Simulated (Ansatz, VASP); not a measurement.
**Ga: VASP beside Ansatz**

The input INCAR:

```
ALGO = Normal ; EDIFF = 1E-7
ENCUT = 520 ; GGA = PE
GGA_COMPAT = F ; ISIF = 2
ISMEAR = -1 ; LASPH = T
LCHARG = F ; LNONCOLLINEAR = T
LORBIT = 11 ; LORBMOM = T
LREAL = F ; LSORBIT = T
LWAVE = F ; MAGMOM = 0 0 0
NBANDS = 24 ; NELM = 150
PREC = Accurate ; SIGMA = 0.03
```

Contents of KPOINTS:

```
k-points
0
Gamma
  16 16 16
```

Contents of POSCAR:

```
Ga
1.0
   -1.4040000000      1.4040000000      2.2290000000
    1.4040000000     -1.4040000000      2.2290000000
    1.4040000000      1.4040000000     -2.2290000000
Ga
1
Direct
    0.0000000000      0.0000000000      0.0000000000
```

Input for Ansatz:

```yaml
crystal:
  lattice:
    - [-1.404, 1.404, 2.229]
    - [1.404, -1.404, 2.229]
    - [1.404, 1.404, -2.229]
  atoms:
    - { symbol: Ga, position: [0.0, 0.0, 0.0] }
kpoints:
  mp_grid: { grid: [16, 16, 16] }
  band_path:
    path:
      - [0.0, 0.0, 0.0]
      - [0.0, 0.0, 0.5]
      - [0.25, 0.25, 0.25]
      - [0.0, 0.5, 0.0]
      - [0.0, 0.0, 0.0]
      - [0.5, 0.5, -0.5]
      - [0.3491868475, 0.6508131525, -0.3491868475]
      - [-0.3491868475, 0.3491868475, 0.3491868475]
      - [0.0, 0.0, 0.0]
    npoints: 5
scf:
  occupations: { method: fermi_dirac, width: 0.03 }
hamiltonian:
  xc: pbe
  pseudopotentials: { kind: all_electron, lapw: { basis_error: 0.001 } }
output:
  forces: true
  stress: true
  eigenvalues: true
magnetization:
  noncollinear: true
  spin_orbit: true
```

Alike in both runs: task single point; functional PBE; k mesh 16 × 16 × 16; occupations fermi-dirac, width 0.03 eV; non-collinear spin, spin-orbit coupling.

```csv
,VASP,Ansatz
version,VASP 6.6.1,Ansatz 0.2.0
potentials or method,"VASP PAW PBE potentials, release 64 (Ga_d), cutoff 520 eV",all-electron LAPW
```

|  | VASP | Ansatz | Ansatz less VASP |
| --- | --- | --- | --- |
| pressure (GPa) | 4.5 | 4.5 | -0.05 |
| traceless stress, the component that is largest in VASP (GPa) | -0.63 | -0.60 | +0.024 |
| net moment per atom (μB) | 0.00 | 0.00 | 0.000 |

Ansatz ran all-electron here, and VASP with PAW potentials.
